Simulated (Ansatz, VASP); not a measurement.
## Mg: VASP beside Ansatz

The input INCAR:

```
ALGO     = Normal         # electronic algorithm
EDIFF    = 1E-6           # SCF threshold, eV
ENCUT    = 520            # plane-wave cutoff, eV
GGA      = PE             # functional
ISIF     = 2              # what is computed and relaxed
ISMEAR   = -1             # smearing method
LASPH    = True           # aspherical terms in the spheres
LCHARG   = False          # write CHGCAR
LREAL    = False          # projectors in reciprocal space
LWAVE    = False          # write WAVECAR
NBANDS   = 7              # bands
NELM     = 60             # most SCF steps
PREC     = Accurate       # precision mode
SIGMA    = 0.08           # smearing width, eV
```

Contents of KPOINTS:

```
k-points
0
Gamma
  16 16 16
```

Contents of POSCAR:

```
Mg
1.0
    0.0000000000      1.6663180056      1.6663180056
    1.6663180056      0.0000000000      1.6663180056
    1.6663180056      1.6663180056      0.0000000000
Mg
1
Direct
    0.0000000000      0.0000000000      0.0000000000
```

Input for Ansatz:

```yaml
crystal:
  lattice:
    - [0.0, 1.6663180056, 1.6663180056]
    - [1.6663180056, 0.0, 1.6663180056]
    - [1.6663180056, 1.6663180056, 0.0]
  atoms:
    - { symbol: Mg, position: [0.0, 0.0, 0.0] }
kpoints:
  mp_grid: { grid: [16, 16, 16] }
  band_path:
    path:
      - [0.0, 0.0, 0.0]
      - [0.5, 0.0, 0.5]
      - [0.625, 0.25, 0.625]
      - [0.375, 0.375, 0.75]
      - [0.0, 0.0, 0.0]
      - [0.5, 0.5, 0.5]
      - [0.5, 0.25, 0.75]
      - [0.5, 0.0, 0.5]
    npoints: 8
scf:
  occupations: { method: fermi_dirac, width: 0.08 }
hamiltonian:
  xc: pbe
  pseudopotentials: { kind: paw }
output:
  forces: true
  stress: true
  eigenvalues: true
  populations: true
  dos: { projected: true, de: 0.2, e_range: [-14, 8] }
```

Change from the starting cell: volume scaled by 0.4, PAW files.

Alike in both runs: task single point; functional PBE; k mesh 16 × 16 × 16; occupations fermi-dirac, width 0.08 eV; no spin polarisation.

|  | VASP | Ansatz |
| --- | --- | --- |
| version | VASP 6.6.1 | Ansatz 0.2.0 |
| potentials or method | VASP PAW PBE potentials, release 64 (Mg) | PAW with Ansatz's default frozen-core files, scalar-relativistic |
| plane-wave cutoff (eV) | 520 | 420 |
| valence electrons in the cell | 2 | 10 |

|  | VASP | Ansatz | Ansatz less VASP |
| --- | --- | --- | --- |
| pressure (GPa) | 189.8 | 185.0 | -4.80 |

Both programs put the cell under a high pressure, so it lies far from rest at this level. The functional is the same, so the differences come from potentials, cutoffs and numerics. VASP's potentials hold 2 valence electrons a cell and Ansatz's 10, so a difference there can come from the potentials and not from the codes.

Noted on VASP's run: the cell as given lies far from equilibrium.
